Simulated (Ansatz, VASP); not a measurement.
**TiPt3: VASP beside Ansatz**

```
CELL_PARAMETERS angstrom
3.90413 0.00000 0.00000
0.00000 3.90413 0.00000
0.00000 0.00000 3.90413
ATOMIC_POSITIONS crystal
Ti 0.00000 0.00000 0.00000
Pt 0.00000 0.50000 0.50000
Pt 0.50000 0.00000 0.50000
Pt 0.50000 0.50000 0.00000
```

Alike in both runs: functional PBE; dispersion D3(BJ); k mesh 10 × 10 × 10; occupations gaussian, width 0.1 eV; no spin polarisation.

Ansatz relaxed the structure, and its values are those at the end. VASP's run is a single point on that final structure, the one shown.

|  | VASP | Ansatz |
| --- | --- | --- |
| version | VASP 6.6.1 | Ansatz 0.2.0 |
| potentials or method | VASP PAW PBE potentials, release 64 (Ti_sv, Pt), cutoff 520 eV | scalar-relativistic, plane waves, PAW |
| valence electrons in the cell | 42 | 66 |

```csv
,VASP,Ansatz,Ansatz less VASP
gap on the k mesh at the Fermi level (eV),none,none,-
pressure (GPa),-0.4,0.0,+0.37
```

A gap of «none» marks a metal or a gap that the smearing closes. VASP's potentials hold 42 valence electrons a cell and Ansatz's 66, so a difference there can come from the potentials and not from the codes.

Spin-orbit coupling is off throughout.
